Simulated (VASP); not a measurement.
Set up this calculation in VASP 6.6.1, as the native input.

```yaml
Task: single point
Functional: PBE
Potentials_or_basis: VASP PAW PBE potentials, release 64 (Mn_pv, S)
Cutoff: 520 eV
k_mesh: 14 × 14 × 14
Occupations: gaussian, width 0.1 eV
Spin: collinear spin, ferromagnetic start
Starting_moments: "[4.63, 0.14] μB"
Dipole_correction: no
Further_INCAR_settings: ALGO = Normal; EDIFF = 1e-06; NBANDS = 20
```

The structure of MnS lies in POSCAR:

```
MnS
1.0
    0.0000000000      2.8501853697      2.8501853697
    2.8501853697      0.0000000000      2.8501853697
    2.8501853697      2.8501853697      0.0000000000
Mn S
1 1
Direct
    0.0000000000      0.0000000000      0.0000000000
    0.7500000000      0.7500000000      0.7500000000
```

One way to write it, as run:

INCAR

```
  PREC = Accurate
  ENCUT = 520
  EDIFF = 1E-6
  ISMEAR = 0
  SIGMA = 0.1
  LREAL = F
  LASPH = T
  NELM = 150
  ALGO = Normal
  ISIF = 2
  LWAVE = F
  LCHARG = F
  ISPIN = 2
  MAGMOM = 4.63 0.14
  LORBIT = 11
  LMAXMIX = 4
  GGA = PE
  NBANDS = 20
```

KPOINTS

```
regular mesh
0
Gamma
  14 14 14
```

Potentials or basis: VASP PAW PBE potentials, release 64 (Mn_pv, S).

Launch:

```bash
$ cat potpaw_PBE.64/Mn_pv/POTCAR potpaw_PBE.64/S/POTCAR > POTCAR
$ mpirun -np 1 vasp_std > vasp.out
```

It gave:

```json
{
 "Pressure": "-1.5 GPa",
 "Net moment": "4.99 μB per cell",
 "Site moments": "Mn +4.39; S +0.09 μB",
 "Valence electrons inside the program's atomic spheres": "Mn 11.33; S 3.75"
}
```

Caveat: a cell with one magnetic atom can't hold antiferromagnetic order, which such compounds often take.

It took 2.2 min on 1 thread of AMD EPYC 9R45 96-Core Processor (Zen 5) (shared host), peak memory 0.25 GiB.
